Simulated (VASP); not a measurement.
Runs of VASP 6.6.1 on Mg. The structure is that of space group P6_3/mmc (No. 194), or close to it. The cells are those of the table. 

```csv
task,cell,cutoff (eV),smearing,gap on the mesh (eV),pressure (GPa),relaxed volume (Å³/atom)
single point,"a = 3.192, b = 3.192, c = 5.132 Å, angles 90.0, 90.0, 120.0°, 2 atoms",520,fermi-dirac 0.15 eV,none,-0.3,-
relaxation of cell and atoms,"relaxed from a = 3.209, b = 3.209, c = 5.210 Å, angles 90.0, 90.0, 120.0°, 2 atoms",600,gaussian 0.1 eV,none,0.0,22.40
single point,"a = 3.195, b = 3.195, c = 5.108 Å, angles 90.0, 90.0, 120.0°, 2 atoms",520,gaussian 0.1 eV,none,-0.3,-
relaxation of cell and atoms,"relaxed from a = 3.195, b = 3.195, c = 5.108 Å, angles 90.0, 90.0, 120.0°, 2 atoms",600,fermi-dirac 0.15 eV,none,0.0,(a)
```

Alike in all rows: level r2SCAN; potentials or basis VASP PAW PBE potentials, release 64 (Mg); no spin polarisation; k mesh 15 × 15 × 8.

Q: Estimate the missing entries.

A: (a) 22.46.

Caveats: the PAW data sets were made with another functional, which shifts forces and pressure a little.

A gap of «none» marks levels without a gap at the run's occupations.
